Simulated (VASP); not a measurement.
Write the native input for VASP 6.6.1 that does the following.

| Property | Result |
| --- | --- |
| Task | single point |
| Functional | LDA |
| Potentials or basis | VASP PAW LDA potentials, release 64 (Al, Cu) |
| Cutoff | 520 eV |
| k mesh | 7 × 7 × 7 |
| Occupations | fermi-dirac, width 0.1 eV |
| Spin | no spin polarisation |
| Dipole correction | no |
| Further INCAR settings | ALGO = Normal; EDIFF = 1e-07; NBANDS = 26 |

The structure of AlCu3 lies in POSCAR:

```
AlCu3
1.0
    0.0000000000      2.9260155030      2.9260155030
    2.9260155030      0.0000000000      2.9260155030
    2.9260155030      2.9260155030      0.0000000000
Al Cu
1 3
Direct
    0.0000000000      0.0000000000      0.0000000000
    0.5000000000      0.5000000000      0.5000000000
    0.2500000000      0.2500000000      0.2500000000
    0.7500000000      0.7500000000      0.7500000000
```

These files were run (other wordings do the same):

INCAR

```
PREC = Accurate
ENCUT = 520
EDIFF = 1E-7
ISMEAR = -1
SIGMA = 0.1
LREAL = F
LASPH = T
NELM = 60
ALGO = Normal
ISIF = 2
LWAVE = F
LCHARG = T
LELF = T
LVHAR = T
NBANDS = 26
```

KPOINTS

```
Automatic mesh
0
Gamma
  7 7 7
```

Potentials or basis: VASP PAW LDA potentials, release 64 (Al, Cu).

Command:

```console
$ cat potpaw_LDA.64/Al/POTCAR potpaw_LDA.64/Cu/POTCAR > POTCAR
$ mpirun -np 1 vasp_std > vasp.out
```

Results of the run:

| Property | Result |
| --- | --- |
| Pressure | -10.5 GPa |
| Band gap on the k mesh | zero (band 18 reaches 11.70 eV, above the bottom of band 19 at 6.31 eV) |

It took 27 s on 1 thread of AMD EPYC 7R43 64-Core Processor (Zen 3) (shared host), peak memory 0.12 GiB.
